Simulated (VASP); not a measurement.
# SiB4N (P6/mmm) in VASP: single point with PBE

Aim: the single point of SiB4N with PBE.

Program: VASP 6.6.1. These are calculated values, not measurements. Logs are shortened: lines on timing, memory, paths and dates and some standing lists are left out, and cuts for length are marked.

## 1. The cell of the first run

Symmetry: P6/mmm, No. 191, hexagonal system. The conventional cell has a = 3.312 Å, b = 3.312 Å, c = 5.884 Å, α = 90.00°, β = 90.00°, γ = 120.00°. Si (site symmetry 6/mmm) has 2 B at 1.56 Å within 2.1 Å. Within 1.8 Å of B (site symmetry 6mm) lie 1 N at 1.38 Å and 1 Si at 1.56 Å. B (site symmetry -6m2) has 9 B at 1.91 to 2.36 Å and 3 N at 1.91 Å within 2.5 Å. N (site symmetry 6/mmm) has 2 B at 1.38 Å within 1.8 Å.

## 2. Single point, PBE

Contents of INCAR:

```
PREC = Accurate
ENCUT = 520
EDIFF = 1E-7
ISMEAR = 0
SIGMA = 0.1
LREAL = F
LASPH = T
NELM = 60
ALGO = Normal
ISIF = 2
LWAVE = F
LCHARG = T
GGA = PE
LELF = T
LVHAR = T
NBANDS = 20
```

Contents of KPOINTS:

```
Automatic mesh
0
Gamma
  6 6 4
```

Contents of POSCAR:

```
SiB4N
1.0
    3.3120238400      0.0000000000      0.0000000000
   -1.6560119200      2.8682967800      0.0000000000
    0.0000000000      0.0000000000      5.8840950000
Si B N
1 4 1
Direct
    0.0000000000      0.0000000000      0.0000000000
    0.0000000000      0.0000000000      0.7345151800
    0.0000000000      0.0000000000      0.2654848200
    0.3333333300      0.6666666700      0.5000000000
    0.6666666700      0.3333333300      0.5000000000
    0.0000000000      0.0000000000      0.5000000000
```

Potentials or basis: VASP PAW PBE potentials, release 64 (Si, B, N).

The run is started by

```bash
$ cat potpaw_PBE.64/Si/POTCAR potpaw_PBE.64/B/POTCAR potpaw_PBE.64/N/POTCAR > POTCAR
$ mpirun -np 1 vasp_std > vasp.out
```

OUTCAR:

```text
PREC = Accurate
   ENCUT = 520
   EDIFF = 1E-7
   ISMEAR = 0
   LREAL = F
   LASPH = T
   NELM = 60
   ISIF = 2
   GGA = PE

 ion  position               nearest neighbor table
   1  0.000  0.000  0.000-   2 1.56   3 1.56
   2  0.000  0.000  0.735-   6 1.38   1 1.56
   3  0.000  0.000  0.265-   6 1.38   1 1.56
   4  0.333  0.667  0.500-   5 1.91   6 1.91   5 1.91   6 1.91   6 1.91   5 1.91
   5  0.667  0.333  0.500-   4 1.91   6 1.91   4 1.91   6 1.91   6 1.91   4 1.91
   6  0.000  0.000  0.500-   2 1.38   3 1.38   4 1.91   5 1.91   4 1.91   5 1.91   5 1.91   4 1.91

  LATTYP: Found a hexagonal cell.
 ALAT       =     3.3120238400
 C/A-ratio  =     1.7765859439

  Lattice vectors:

 A1 = (   3.3120238400,   0.0000000000,   0.0000000000)
 A2 = (  -1.6560119200,   2.8682967800,   0.0000000000)
 A3 = (   0.0000000000,   0.0000000000,   5.8840950000)

Analysis of symmetry for initial positions (statically):
=====================================================================
 Subroutine PRICEL returns:
 Original cell was already a primitive cell.

 Routine SETGRP: Setting up the symmetry group for a
 hexagonal supercell.

 Subroutine GETGRP returns: Found 24 space group operations
 (whereof 24 operations were pure point group operations)
 out of a pool of 24 trial point group operations.

The static configuration has the point symmetry D_6h.

Analysis of symmetry for dynamics (positions and initial velocities):
=====================================================================
 Subroutine PRICEL returns:
 Original cell was already a primitive cell.

 Routine SETGRP: Setting up the symmetry group for a
 hexagonal supercell.

 Subroutine GETGRP returns: Found 24 space group operations
 (whereof 24 operations were pure point group operations)
 out of a pool of 24 trial point group operations.

The dynamic configuration has the point symmetry D_6h.

 Subroutine INISYM returns: Found 24 space group operations
 (whereof 24 operations are pure point group operations),
 and found     1 'primitive' translations

----------------------------------------------------------------------------------------

                                     Primitive cell

  volume of cell :      55.8981

  direct lattice vectors                    reciprocal lattice vectors
     3.312023840  0.000000000  0.000000000     0.301930194  0.174319479  0.000000000
    -1.656011920  2.868296780  0.000000000     0.000000000  0.348638958  0.000000000
     0.000000000  0.000000000  5.884095000     0.000000000  0.000000000  0.169949669

  length of vectors
     3.312023840  3.312023837  5.884095000     0.348638957  0.348638958  0.169949669

  position of ions in fractional coordinates (direct lattice)
     0.000000000  0.000000000  0.000000000
     0.000000000  0.000000000  0.734515180
     0.000000000  0.000000000  0.265484820
     0.333333330  0.666666670  0.500000000
     0.666666670  0.333333330  0.500000000
     0.000000000  0.000000000  0.500000000

  ion indices of the primitive-cell ions
   primitive index   ion index
                 1           1
                 2           2
                 3           3
                 4           4
                 5           5
                 6           6

----------------------------------------------------------------------------------------

 KPOINTS: Automatic mesh

Automatic generation of k-mesh.
 Grid dimensions read from file:
 generate k-points for:    6    6    4

 Generating k-lattice:

  Cartesian coordinates                     Fractional coordinates (reciprocal lattice)
     0.050321699  0.029053246  0.000000000     0.166666667 -0.000000000  0.000000000
     0.000000000  0.058106493  0.000000000     0.000000000  0.166666667  0.000000000
     0.000000000  0.000000000  0.042487417     0.000000000  0.000000000  0.250000000

  Length of vectors
     0.058106493  0.058106493  0.042487417

  Shift w.r.t. Gamma in fractional coordinates (k-lattice)
     0.000000000  0.000000000  0.000000000

 Subroutine IBZKPT returns following result:
 ===========================================

 Found     21 irreducible k-points:

 Following reciprocal coordinates:
            Coordinates               Weight
  0.000000  0.000000  0.000000      1.000000
  0.166667  0.000000  0.000000      6.000000
  0.333333 -0.000000  0.000000      6.000000
  0.500000  0.000000  0.000000      3.000000
  0.166667  0.166667  0.000000      6.000000
  0.333333  0.166667  0.000000     12.000000
[... 13 lines left out ...]
  0.333333  0.166667  0.500000     12.000000
  0.333333  0.333333  0.500000      2.000000
   k-points           NKPTS =     21   k-points in BZ     NKDIM =     21   number of bands    NBANDS=     20
   number of dos      NEDOS =    301   number of ions     NIONS =      6
   total plane-waves  NPLWV =  37632
   dimension x,y,z NGX =    28 NGY =   28 NGZ =   48
   dimension x,y,z NGXF=    56 NGYF=   56 NGZF=   96
   ions per type =               1   4   1
   NGX,Y,Z   is equivalent  to a cutoff of  14.05, 14.05, 13.56 a.u.
   NGXF,Y,Z  is equivalent  to a cutoff of  28.11, 28.11, 27.12 a.u.
 SYSTEM =  unknown system
   PREC   = accura    normal or accurate (medium, high low for compatibility)
   ISTART =      0    job   : 0-new  1-cont  2-samecut
   ICHARG =      2    charge: 1-file 2-atom 10-const
   ISPIN  =      1    spin polarized calculation?
   LNONCOLLINEAR =      F non collinear calculations
   LSORBIT =      F    spin-orbit coupling
   LASPH  =      T    aspherical Exc in radial PAW
   ENCUT  =  520.0 eV  38.22 Ry    6.18 a.u.   6.16  6.16 10.94*2*pi/ulx,y,z
   NELM   =     60;   NELMIN=  2; NELMDL= -5     # of ELM steps
   EDIFF  = 0.1E-06   stopping-criterion for ELM
   LREAL  =      F    real-space projection
   EDIFFG = 0.1E-05   stopping-criterion for IOM
   NSW    =      0    number of steps for IOM
   IBRION =     -1    ionic relax: 0-MD 1-quasi-New 2-CG
   NFREE  =      0    steps in history (QN), initial steepest desc. (CG)
   ISIF   =      2    stress and relaxation
   ISYM   =      2    0-nonsym 1-usesym 2-fastsym
   POTIM  = 0.5000    time-step for ionic-motion
   TEBEG  =    0.0;   TEEND  =   0.0 temperature during run
   PSTRESS=    0.0 pullay stress
   NELECT =      21.0000    total number of electrons
   NUPDOWN=      -1.0000    fix difference up-down
   EMIN   =  10.00;   EMAX   =-10.00  energy-range for DOS
   EFERMI =   0.00;   METHOD = LEGACY
   ISMEAR =     0;   SIGMA  =   0.10  broadening in eV -4-tet -1-fermi 0-gaus
   EFERMI_NEDOS =   21; number of points for ismear=-14 and -15
   IALGO  =     38    algorithm
   IMIX   =      4    mixing-type and parameters
     AMIX     =   0.40;   BMIX     =  1.00
     AMIX_MAG =   1.60;   BMIX_MAG =  1.00
  volume/ion in A,a.u.               =       9.32        62.87
  Fermi-wavevector in a.u.,A,eV,Ry     =   1.181269  2.232275 18.985526  1.395397
  Thomas-Fermi vector in A             =   2.317546
   LORBIT       =      0    0 simple, 1 ext, 2 COOP (PROOUT), +10 PAW based schemes
   GGA     = PE    functional components
   LHFCALC =     F    Hartree Fock is set to
   AEXX    =    0.0000 exact exchange contribution
   IVDW    =     0    specifies the selected vdW correction
   LEPSILON=     F    determine dielectric tensor
   LRPA    =     F    only Hartree local field effects (RPA)
 non-spin polarized calculation
 Gauss-broadening in eV      SIGMA  =   0.10
  energy-cutoff  :      520.00
  volume of cell :       55.90
 maximum number of plane-waves:      1533
 NGX is ok and might be reduce to    28
   NGX = 13   NGY = 13   NGZ = 21

 number of electron      20.9999999 magnetization

 Free energy of the ion-electron system (eV)
  ---------------------------------------------------
  ext. energy  EPLUGINS =         0.00000000
  ---------------------------------------------------
  free energy    TOTEN  =       -25.93051976 eV

  energy without entropy =      -25.91274081  energy(sigma->0) =      -25.92163029

 E-fermi :   6.7637     XC(G=0): -11.0316

 val. band max:        6.7448854585   @ k =   0.1667   0.0000   0.2500
 cond. band min:       6.7988362397   @ k =   0.1667   0.0000   0.5000
 fundamental gap:      0.0539507811
 Fermi energy:         6.7637491797

 k-point     1 :       0.0000    0.0000    0.0000
  band No.  band energies     occupation
      1     -15.3084      2.00000
      2      -6.4799      2.00000
      3      -4.8251      2.00000
      4      -1.8256      2.00000
      5      -1.8256      2.00000
      6      -0.2834      2.00000
[... 12 lines left out ...]
     19      16.5517      0.00000
     20      16.5517      0.00000

 k-point     2 :       0.1667    0.0000    0.0000
  band No.  band energies     occupation
      1     -15.1056      2.00000
      2      -6.2426      2.00000
      3      -4.6686      2.00000
      4      -3.5126      2.00000
      5      -2.4789      2.00000
      6      -0.1408      2.00000
[... 12 lines left out ...]
     19      15.2510      0.00000
     20      16.6706      0.00000

 k-point     3 :       0.3333   -0.0000    0.0000
  band No.  band energies     occupation
      1     -14.6347      2.00000
      2      -6.0251      2.00000
      3      -5.6925      2.00000
      4      -3.4955      2.00000
      5      -3.3864      2.00000
      6       0.2665      2.00000
[... 12 lines left out ...]
     19      14.7119      0.00000
     20      16.3284      0.00000

 k-point     4 :       0.5000    0.0000    0.0000
  band No.  band energies     occupation
      1     -14.3523      2.00000
      2      -6.8788      2.00000
      3      -5.3637      2.00000
      4      -3.7396      2.00000
      5      -2.9620      2.00000
      6       0.8126      2.00000
[... 360 lines left out ...]
 k-point    20 :       0.3333    0.1667    0.5000
  band No.  band energies     occupation
      1     -14.3583      2.00000
      2      -6.4581      2.00000
      3      -5.5236      2.00000
      4      -4.6000      2.00000
      5      -2.5710      2.00000
      6       0.3592      2.00000
[... 12 lines left out ...]
     19      14.6425      0.00000
     20      15.4630      0.00000

 k-point    21 :       0.3333    0.3333    0.5000
  band No.  band energies     occupation
      1     -14.2121      2.00000
      2      -5.9804      2.00000
      3      -5.9804      2.00000
      4      -5.3277      2.00000
      5      -2.2806      2.00000
      6       0.6126      2.00000
[... 12 lines left out ...]
     19      15.2186      0.00000
     20      15.2313      0.00000

------------------------ aborting loop because EDIFF is reached ----------------------------------------

  FORCE on cell =-STRESS in cart. coord.  units (eV):
  Direction    XX          YY          ZZ          XY          YZ          ZX
  --------------------------------------------------------------------------------------
  -------------------------------------------------------------------------------------
  Total        4.5817573      4.5817573     42.6563989     -0.0000000      0.0000000      0.0000000
  in kB      131.3244065    131.3244062   1222.6370611     -0.0000000      0.0000000      0.0000000
  external PRESSURE =     495.0952913 kB  Pullay stress =       0.0000000 kB

 VOLUME and BASIS-vectors are now :
 -----------------------------------------------------------------------------
  energy-cutoff  :      520.00
  volume of cell :       55.90
      direct lattice vectors                 reciprocal lattice vectors
     3.312023840  0.000000000  0.000000000     0.301930194  0.174319479  0.000000000
    -1.656011920  2.868296780  0.000000000     0.000000000  0.348638958  0.000000000
     0.000000000  0.000000000  5.884095000     0.000000000  0.000000000  0.169949669

 POSITION                                       TOTAL-FORCE (eV/Angst)
 -----------------------------------------------------------------------------------
      0.00000      0.00000      0.00000        -0.000000     -0.000000     -0.000000
      0.00000      0.00000      4.32196        -0.000000     -0.000000     -9.589798
      0.00000      0.00000      1.56214        -0.000000      0.000000      9.589798
     -0.00000      1.91220      2.94205        -0.000000     -0.000000     -0.000000
      1.65601      0.95610      2.94205         0.000000     -0.000000      0.000000
      0.00000      0.00000      2.94205        -0.000000     -0.000000     -0.000000
 -----------------------------------------------------------------------------------
    total drift:                               -0.000000     -0.000000      0.000000

  FREE ENERGIE OF THE ION-ELECTRON SYSTEM (eV)
  ---------------------------------------------------
  free  energy   TOTEN  =       -25.9305197626 eV

  energy  without entropy=      -25.9127408104  energy(sigma->0) =      -25.92163029
```

Run time: 24 s. Hardware: 1 thread of Intel Xeon Platinum 8488C (Sapphire Rapids), shared host; peak memory 0.18 GiB.

Results:

```yaml
Free_energy: -25.9305 eV
Pressure: 49.5 GPa
Largest_force: 9.590 eV/Å
```

Forces in eV/Å, atoms in the order of the input:
```
Si   0.000  0.000  0.000
B    0.000  0.000 -9.590
B    0.000  0.000  9.590
B    0.000  0.000  0.000
B    0.000  0.000  0.000
N    0.000  0.000  0.000
```

Levels at points of the mesh, in eV from the Fermi level:
```
           k point  band 9  band 10  band 11  band 12  band 13  band 14
(0.00, 0.00, 0.00)   -2.93    -0.09     1.22     1.22     1.67     1.67
(0.50, 0.00, 0.00)   -4.07     0.10     0.28     1.67     1.97     3.39
(0.00, 0.00, 0.50)   -2.93    -0.99     0.11     0.11     3.24     3.72
(0.50, 0.00, 0.50)   -1.20    -0.66    -0.27     1.32     2.29     2.77
```

Caveat: the k points lie up to 0.37 Å⁻¹ apart; forces of over 1 eV/Å act on the atoms, so gaps and moduli don't describe the material at rest.
